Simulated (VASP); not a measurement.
# CsSe2 (Fd-3m) in VASP: a series of runs, part 2 of 2

VASP 6.6.1. Earlier steps stand in the parts before.

## Step 3: Relaxation of cell and atoms, PBE

This run uses another cell than the first one, of 32.85 Å³/atom.

File INCAR:

```
  PREC = Accurate
  ENCUT = 500
  EDIFF = 1E-7
  ISMEAR = 0
  SIGMA = 0.1
  LREAL = F
  LASPH = T
  NELM = 120
  ALGO = Normal
  ISIF = 3
  LWAVE = F
  LCHARG = F
  GGA = PE
  IBRION = 2
  NSW = 100
  EDIFFG = -0.01
  GGA_COMPAT = F
  NELMIN = 4
```

File KPOINTS:

```
Automatic mesh
0
Gamma
  8 8 8
```

File POSCAR:

```
CsSe2
1.0
    0.0000000000      4.6192062232      4.6192062232
    4.6192062232      0.0000000000      4.6192062232
    4.6192062232      4.6192062232      0.0000000000
Cs Se
2 4
Direct
    0.0000000000      0.0000000000      0.0000000000
    0.2500000000      0.2500000000      0.2500000000
    0.6250000000      0.6250000000      0.6250000000
    0.1250000000      0.6250000000      0.6250000000
    0.6250000000      0.6250000000      0.1250000000
    0.6250000000      0.1250000000      0.6250000000
```

Potentials or basis: VASP PAW PBE potentials, release 64 (Cs_sv, Se).

On the command line:

```
cat potpaw_PBE.64/Cs_sv/POTCAR potpaw_PBE.64/Se/POTCAR > POTCAR
mpirun -np 1 vasp_std > vasp.out
```

OUTCAR:

```text
PREC = Accurate
   ENCUT = 500
   EDIFF = 1E-7
   ISMEAR = 0
   LREAL = F
   LASPH = T
   NELM = 120
   ISIF = 3
   GGA = PE
   IBRION = 2
   NSW = 100
   EDIFFG = -0.01
   NELMIN = 4

 ion  position               nearest neighbor table
   1  0.000  0.000  0.000-
   2  0.250  0.250  0.250-
   3  0.625  0.625  0.625-
   4  0.125  0.625  0.625-
   5  0.625  0.625  0.125-
   6  0.625  0.125  0.625-

  LATTYP: Found a face centered cubic cell.
 ALAT       =     9.2384124464

  Lattice vectors:

 A1 = (   0.0000000000,   4.6192062232,   4.6192062232)
 A2 = (   4.6192062232,   0.0000000000,   4.6192062232)
 A3 = (   4.6192062232,   4.6192062232,   0.0000000000)

Analysis of symmetry for initial positions (statically):
=====================================================================
 Subroutine PRICEL returns:
 Original cell was already a primitive cell.

 Routine SETGRP: Setting up the symmetry group for a
 face centered cubic supercell.

 Subroutine GETGRP returns: Found 48 space group operations
 (whereof 24 operations were pure point group operations)
 out of a pool of 48 trial point group operations.

The static configuration has the point symmetry T_d .
 The point group associated with its full space group is O_h .

Analysis of symmetry for dynamics (positions and initial velocities):
=====================================================================
 Subroutine PRICEL returns:
 Original cell was already a primitive cell.

 Routine SETGRP: Setting up the symmetry group for a
 face centered cubic supercell.

 Subroutine GETGRP returns: Found 48 space group operations
 (whereof 24 operations were pure point group operations)
 out of a pool of 48 trial point group operations.

The dynamic configuration has the point symmetry T_d .
 The point group associated with its full space group is O_h .

[... 131 lines left out ...]
   GGA     = PE    functional components
   LHFCALC =     F    Hartree Fock is set to
   AEXX    =    0.0000 exact exchange contribution
   IVDW    =     0    specifies the selected vdW correction
   LEPSILON=     F    determine dielectric tensor
   LRPA    =     F    only Hartree local field effects (RPA)
 conjugate gradient relaxation of ions
 non-spin polarized calculation
 Gauss-broadening in eV      SIGMA  =   0.10
  energy-cutoff  :      500.00
  volume of cell :      197.12
 maximum number of plane-waves:      5044
   NGX = 23   NGY = 23   NGZ = 23

--------------------------------------- Ionic step        1  -------------------------------------------

 number of electron      41.9999994 magnetization

 Free energy of the ion-electron system (eV)
  ---------------------------------------------------
  ext. energy  EPLUGINS =         0.00000000
  ---------------------------------------------------
  free energy    TOTEN  =       -17.91107344 eV

  energy without entropy =      -17.88187054  energy(sigma->0) =      -17.89647199

------------------------ aborting loop because EDIFF is reached ----------------------------------------

  FORCE on cell =-STRESS in cart. coord.  units (eV):
  Direction    XX          YY          ZZ          XY          YZ          ZX
  --------------------------------------------------------------------------------------
  -------------------------------------------------------------------------------------
  Total       -3.4514948     -3.4514948     -3.4514948      0.0000000     -0.0000000      0.0000000
  in kB      -28.0534164    -28.0534164    -28.0534164      0.0000000     -0.0000000      0.0000000
  external PRESSURE =     -28.0534164 kB  Pullay stress =       0.0000000 kB
[... 67 lines left out ...]
--------------------------------------- Ionic step        3  -------------------------------------------

 number of electron      41.9999991 magnetization

 Free energy of the ion-electron system (eV)
  ---------------------------------------------------
  ext. energy  EPLUGINS =         0.00000000
  ---------------------------------------------------
  free energy    TOTEN  =       -18.11841224 eV

  energy without entropy =      -18.09263421  energy(sigma->0) =      -18.10552322

 E-fermi :   3.0692     XC(G=0):  -9.3140

 val. band max:        3.0604710916   @ k =   0.3750   0.2500   0.0000
 cond. band min:       3.0903235502   @ k =  -0.2500   0.3750   0.1250
 fundamental gap:      0.0298524586
 Fermi energy:         3.0692094528

 k-point     1 :       0.0000    0.0000    0.0000
  band No.  band energies     occupation
      1     -18.4672      2.00000
      2     -18.1707      2.00000
      3     -10.6795      2.00000
      4      -8.6178      2.00000
      5      -8.6178      2.00000
      6      -8.6178      2.00000
[... 661 lines left out ...]
     24       4.3118      0.00000
     25       6.8487      0.00000

 [... further k-points ...]

------------------------ aborting loop because EDIFF is reached ----------------------------------------

  FORCE on cell =-STRESS in cart. coord.  units (eV):
  Direction    XX          YY          ZZ          XY          YZ          ZX
  --------------------------------------------------------------------------------------
  -------------------------------------------------------------------------------------
  Total       -0.0593590     -0.0593590     -0.0593590      0.0000000      0.0000000      0.0000000
  in kB       -0.5396554     -0.5396554     -0.5396554      0.0000000      0.0000000      0.0000000
  external PRESSURE =      -0.5396554 kB  Pullay stress =       0.0000000 kB
[... 21 lines left out ...]
  FREE ENERGIE OF THE ION-ELECTRON SYSTEM (eV)
  ---------------------------------------------------
  free  energy   TOTEN  =       -18.1184122394 eV

  energy  without entropy=      -18.0926342057  energy(sigma->0) =      -18.10552322

 reached required accuracy - stopping structural energy minimisation
```

OSZICAR:

```text
N       E                     dE             d eps       ncg     rms          rms(c)
DAV:   1     0.262262730576E+03    0.26226E+03   -0.17122E+04  1450   0.138E+03
DAV:   2     0.557063625900E+01   -0.25669E+03   -0.25448E+03  2049   0.220E+02
DAV:   3    -0.177841057881E+02   -0.23355E+02   -0.23148E+02  1813   0.734E+01
[... 28 lines left out ...]
DAV:   5    -0.181184237644E+02   -0.20640E-04   -0.26678E-04  1516   0.819E-02    0.166E-02
DAV:   6    -0.181184148113E+02    0.89531E-05   -0.16889E-05  1602   0.217E-02    0.609E-03
DAV:   7    -0.181184124560E+02    0.23553E-05   -0.88352E-07  1620   0.449E-03    0.708E-04
DAV:   8    -0.181184123114E+02    0.14458E-06   -0.39824E-08   780   0.104E-03    0.291E-04
DAV:   9    -0.181184122394E+02    0.71943E-07   -0.59269E-09   755   0.409E-04
   3 F= -.18118412E+02 E0= -.18105523E+02  d E =-.207339E+00
```

It took 7 min on 1 thread of Oxide Virtual Turin-like, shared host; peak memory 0.36 GiB.

What came out:

```
Free energy                           : -18.1184 eV
Relaxed volume                        : 29.37 Å³/atom
Relaxed cell                          : a = 6.293 Å, b = 6.293 Å, c = 6.293 Å, α = 60.00°, β = 60.00°, γ = 60.00°
Space group after relaxing (to 0.1 Å) : Fd-3m (No. 227)
Energy gained by relaxing             : 34.6 meV/atom
Ionic steps                           : 3
Pressure after relaxing               : -0.1 GPa
Band gap on the k mesh                : zero (bands 21 and 22 overlap by 2.27 eV)
```

Step by step:
| step | energy change (eV) | largest force (eV/Å) | pressure (GPa) | volume (Å³) |
| --- | --- | --- | --- | --- |
| 1 | 0.0000 | 0.0000 | -2.81 | 197.12 |
| 2 | -0.1925 | 0.0000 | -0.89 | 181.16 |
| 3 | -0.2073 | 0.0000 | -0.05 | 176.23 |

Final structure:
```
CELL_PARAMETERS angstrom
0.00000 4.44990 4.44990
4.44990 0.00000 4.44990
4.44990 4.44990 0.00000
ATOMIC_POSITIONS crystal
Cs 0.00000 0.00000 0.00000
Cs 0.25000 0.25000 0.25000
Se 0.62500 0.62500 0.62500
Se 0.12500 0.62500 0.62500
Se 0.62500 0.62500 0.12500
Se 0.62500 0.12500 0.62500
```

Caveat: spin-orbit coupling is left out, which moves the levels of the heavy elements.

The gap in the log of VASP goes by the Fermi energy; the results here count the filled bands.